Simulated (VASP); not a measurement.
# Be in VASP: a series of runs, part 2 of 2

VASP 6.6.1. The steps go on from the part before.

## (4) Single point, PBE

This run uses another cell than the first one: it holds 4 atoms, not 1.

File INCAR:

```
ALGO     = Normal         # electronic algorithm
EDIFF    = 1E-6           # SCF threshold, eV
ENCUT    = 520            # plane-wave cutoff, eV
GGA      = PE             # functional
ISIF     = 2              # what is computed and relaxed
ISMEAR   = 0              # smearing method
LASPH    = T              # aspherical terms in the spheres
LCHARG   = F              # write CHGCAR
LREAL    = F              # projectors in reciprocal space
LWAVE    = F              # write WAVECAR
NBANDS   = 12             # bands
NELM     = 60             # most SCF steps
PREC     = Accurate       # precision mode
SIGMA    = 0.2            # smearing width, eV
```

File KPOINTS:

```
k-points
0
Gamma
  10 6 6
```

File POSCAR:

```
Be
1.0
   -1.5833963741      0.0000071978     -1.5825605357
   -1.5797141435     -3.1457949136      1.5786178005
   -1.5798938242      3.1458551965      1.5792356986
Be
4
Direct
    0.0000152745      0.0000113854      0.0000092856
    0.5000569706      0.5000045877      0.9999963676
    0.4999627523      1.0000068480      0.4999997937
   -0.0000349972      0.4999771789      0.4999945531
```

Potentials or basis: VASP PAW PBE potentials, release 64 (Be).

On the command line:

```console
$ cat potpaw_PBE.64/Be/POTCAR > POTCAR
$ mpirun -np 1 vasp_std > vasp.out
```

OUTCAR:

```text
EDIFF = 1E-6
   ENCUT = 520
   GGA = PE
   ISIF = 2
   ISMEAR = 0
   LASPH = T
   LREAL = F
   NELM = 60
   PREC = Accurate

 ion  position               nearest neighbor table
   1  0.000  0.000  0.000-   2 2.23   2 2.23   3 2.23   3 2.23   2 2.23   3 2.23   2 2.23   3 2.23
                             4 2.23   4 2.23
   2  0.500  0.500  1.000-   1 2.23   1 2.23   4 2.23   4 2.23   1 2.23   4 2.23   1 2.23   4 2.23
                             3 2.23   3 2.23
   3  0.500  0.000  0.500-   4 2.23   4 2.23   1 2.23   1 2.23   4 2.23   1 2.23   4 2.23   1 2.23
                             2 2.23   2 2.23
   4  1.000  0.500  0.500-   3 2.23   3 2.23   2 2.23   2 2.23   3 2.23   2 2.23   3 2.23   2 2.23
                             1 2.23   1 2.23

  LATTYP: Found a triclinic cell.
 ALAT       =     4.4671200157
 B/A-ratio  =     0.8637101455
 C/A-ratio  =     0.5011438399
 COS(alpha) =     0.0002760887
 COS(beta)  =     0.0005417255
 COS(gamma) =     0.5789819897

  Lattice vectors:

[... 193 lines left out ...]
      2       2.2795      2.00000
      3       2.2808      2.00000
      4       4.9728      2.00000
      5       7.5986      0.60145
      6       7.6010      0.58952
      7      11.5086      0.00000
      8      16.9628      0.00000
      9      17.0753      0.00000
     10      22.6621      0.00000
     11      23.9770      0.00000
     12      24.0404      0.00000
[... 331 lines left out ...]
 k-point    24 :      -0.3000    0.3333    0.0000
  band No.  band energies     occupation
      1      -1.4002      2.00000
      2       1.3877      2.00000
      3       5.0579      2.00000
      4       5.6013      2.00000
      5       8.4103      0.00000
      6       8.5051      0.00000
      7      13.1189      0.00000
      8      14.6697      0.00000
      9      15.1219      0.00000
     10      16.8449      0.00000
     11      17.0762      0.00000
     12      18.7757      0.00000

 [... further k-points ...]

------------------------ aborting loop because EDIFF is reached ----------------------------------------

  FORCE on cell =-STRESS in cart. coord.  units (eV):
  Direction    XX          YY          ZZ          XY          YZ          ZX
  --------------------------------------------------------------------------------------
  -------------------------------------------------------------------------------------
  Total        0.0328298      0.0467506      0.0507876      0.0012908     -0.0034296      0.0032954
  in kB        1.6719651      2.3809243      2.5865229      0.0657365     -0.1746649      0.1678270
  external PRESSURE =       2.2131374 kB  Pullay stress =       0.0000000 kB

 VOLUME and BASIS-vectors are now :
 -----------------------------------------------------------------------------
  energy-cutoff  :      520.00
  volume of cell :       31.46
      direct lattice vectors                 reciprocal lattice vectors
    -1.583396374  0.000007198 -1.582560536    -0.315772572  0.000022011 -0.315948012
    -1.579714143 -3.145794914  1.578617801    -0.158251528 -0.158960885  0.158334386
    -1.579893824  3.145855196  1.579235699    -0.158247773  0.158920747  0.158332075

 POSITION                                       TOTAL-FORCE (eV/Angst)
 -----------------------------------------------------------------------------------
     -0.00006     -0.00001      0.00001         0.000443      0.000001     -0.000262
     -3.16154      1.57294      1.57718         0.000619      0.000133      0.000725
     -1.58160      1.57291     -0.00159        -0.000135      0.000458     -0.000510
     -3.16310      0.00009     -0.00362        -0.000927     -0.000592      0.000048
 -----------------------------------------------------------------------------------
    total drift:                               -0.000000     -0.000000      0.000000

  FREE ENERGIE OF THE ION-ELECTRON SYSTEM (eV)
  ---------------------------------------------------
  free  energy   TOTEN  =       -14.7471058787 eV

  energy  without entropy=      -14.7414866498  energy(sigma->0) =      -14.74429626
```

stdout:

```text
POSCAR found type information on POSCAR Be
 POSCAR found :  1 types and       4 ions
 scaLAPACK will be used
 LDA part: xc-table for (Slater+PW92), standard interpolation
 POSCAR, INCAR and KPOINTS ok, starting setup
 FFT: planning ... GRIDC
 FFT: planning ... GRID_SOFT
 FFT: planning ... GRID
 WAVECAR not read
 entering main loop
```

Run time: 54 s. Hardware: 1 thread of Intel Xeon 8259CL, shared host; peak memory 0.17 GiB.

Results:

```yaml
Free_energy: -14.7471 eV
Pressure: 0.2 GPa
Band_gap_on_the_k_mesh: zero (bands 4 and 5 overlap by 0.94 eV)
```

## (5) Relaxation of cell and atoms, PBE

File INCAR:

```
SYSTEM = Be
  PREC = Accurate
  ENCUT = 600
  EDIFF = 1E-6
  ISMEAR = 0
  SIGMA = 0.1
  LREAL = .FALSE.
  LASPH = .TRUE.
  NELM = 80
  ALGO = Normal
  ISIF = 3
  LWAVE = .FALSE.
  LCHARG = .FALSE.
  GGA = PE
  IBRION = 2
  NSW = 100
  EDIFFG = -0.01
```

File KPOINTS:

```
regular mesh
0
G
  30 30 30
  0 0 0
```

File POSCAR:

```
Be
1.0
    0.0000000000      1.5778609078      1.5778609078
    1.5778609078      0.0000000000      1.5778609078
    1.5778609078      1.5778609078      0.0000000000
Be
1
Direct
    0.0000000000      0.0000000000      0.0000000000
```

On the command line:

```console
$ cat potpaw_PBE.64/Be/POTCAR > POTCAR
$ mpirun -np 1 vasp_std > vasp.out
```

It took 28 s on 1 thread of Intel Xeon 8259CL, shared host; peak memory 0.15 GiB.

It converged, with:

- Free energy: -3.6861 eV
- Relaxed volume: 7.87 Å³/atom
- Relaxed cell: a = 2.233 Å, b = 2.233 Å, c = 2.233 Å, α = 60.00°, β = 60.00°, γ = 60.00°
- Space group after relaxing (to 0.1 Å): Fm-3m (No. 225)
- Energy gained by relaxing: 0.0 meV/atom
- Ionic steps: 2
- Pressure after relaxing: 0.1 GPa
- Band gap on the k mesh: zero (bands 1 and 2 overlap by 0.70 eV)

Final structure:
```
Be
1.0
     0.00000    1.57883    1.57883
     1.57883    0.00000    1.57883
     1.57883    1.57883    0.00000
Be
1
Direct
  0.00000 0.00000 0.00000
```

Levels at points of the mesh, in eV from the Fermi level:
```csv
k point,band 1,band 2,band 3,band 4,band 5
"(0.00, 0.00, 0.00)",-11.89,19.43,19.43,19.43,29.11
"(0.50, 0.00, 0.00)",-5.31,0.00,16.49,16.49,26.25
"(0.50, 0.50, 0.00)",-2.68,3.83,9.52,9.52,15.16
```

## (6) The runs side by side

```tsv
task	cell	k mesh	cutoff (eV)	smearing	gap on the mesh (eV)	pressure (GPa)
single point	a = 2.232 Å, angles 60.0°, 1 atom, atomic positions A	30 × 30 × 30	520	gaussian 0.1 eV	none	0.1
relaxation of cell and atoms	relaxed from a = 2.231 Å, angles 60.0°, 1 atom, atomic positions A	20 × 20 × 20	600	gaussian 0.02 eV	none	0.2
single point	a = 2.239, b = 3.858, c = 3.858 Å, angles 109.2, 90.0, 90.0°, 4 atoms, atomic positions B	10 × 6 × 6	520	gaussian 0.2 eV	none	0.2
relaxation of cell and atoms	relaxed from a = 2.231 Å, angles 60.0°, 1 atom, atomic positions A	30 × 30 × 30	600	gaussian 0.1 eV	none	0.1
```

Alike in all rows: level PBE; potentials or basis VASP PAW PBE potentials, release 64 (Be); no spin polarisation.

Caveats: the relaxation stopped at its first step, so nothing moved (at least some runs).

Total energies depend on the potentials used, so only differences within one code and one set of settings carry meaning.
